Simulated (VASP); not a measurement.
Here is a VASP 6.6.1 calculation.

File INCAR:

```
ALGO = Normal
EDIFF = 1E-6
ENCUT = 500
GGA_COMPAT = False
ISIF = 2
ISMEAR = -1
LASPH = True
LCHARG = True
LELF = True
LREAL = False
LVHAR = True
LWAVE = False
NBANDS = 22
NELM = 120
PREC = Accurate
SIGMA = 0.1
```

Contents of KPOINTS:

```
k-points
0
Gamma
  2 2 3
```

POSCAR

```
NaHg2
1.0
    5.0290000000      0.0000000000      0.0000000000
   -2.5145000000      4.3552417556      0.0000000000
    0.0000000000      0.0000000000      3.2304000000
Na Hg
1 2
Direct
    0.0000000000      0.0000000000      0.0000000000
    0.3333333333      0.6666666667      0.5000000000
    0.6666666667      0.3333333333      0.5000000000
```

Potentials or basis: VASP PAW LDA potentials, release 64 (Na_pv, Hg).

Launch:

```bash
$ cat potpaw_LDA.64/Na_pv/POTCAR potpaw_LDA.64/Hg/POTCAR > POTCAR
$ mpirun -np 1 vasp_std > vasp.out
```

(1) What does it give for the band gap on the k mesh?

(2) Estimate the pressure.

## Answers

(1) zero (an odd number of electrons rules out a gap without spin polarisation).

(2) -2.0 GPa.

Caveat: the k points lie up to 0.72 Å⁻¹ apart, too coarse for converged energies and pressures of a metal; spin-orbit coupling is left out, which moves the levels of the heavy elements.
